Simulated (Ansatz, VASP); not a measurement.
**Two plane-wave programs on RbMg**

```
Rb Mg
1.0
     8.89811    0.00000    0.00000
    -4.44905    7.70599    0.00000
     0.00000    0.00000    6.03287
Rb Mg
3 3
Cartesian
  4.4491 0.0000 0.0000
  2.2245 3.8530 0.0000
  -2.2245 3.8530 0.0000
  0.0000 0.0000 0.0000
  0.0000 5.1373 3.0164
  4.4491 2.5687 3.0164
```

Alike in both runs: functional PBE; k mesh 6 × 6 × 8; occupations gaussian, width 0.1 eV; no spin polarisation.

Ansatz relaxed the structure, and its values are those at the end. VASP's run is a single point on that final structure, the one shown.

```csv
,VASP,Ansatz
version,VASP 6.6.1,Ansatz 0.2.0
potentials or method,"VASP PAW PBE potentials, release 64 (Rb_sv, Mg), cutoff 520 eV","scalar-relativistic, plane waves, PAW"
valence electrons in the cell,33,57
```

|  | VASP | Ansatz | Ansatz less VASP |
| --- | --- | --- | --- |
| gap on the k mesh at the Fermi level (eV) | none | none | - |
| pressure (GPa) | 0.0 | 0.0 | 0.00 |

A gap of «none» marks a metal or a gap that the smearing closes. VASP's potentials hold 33 valence electrons a cell and Ansatz's 57, so a difference there can come from the potentials and not from the codes.
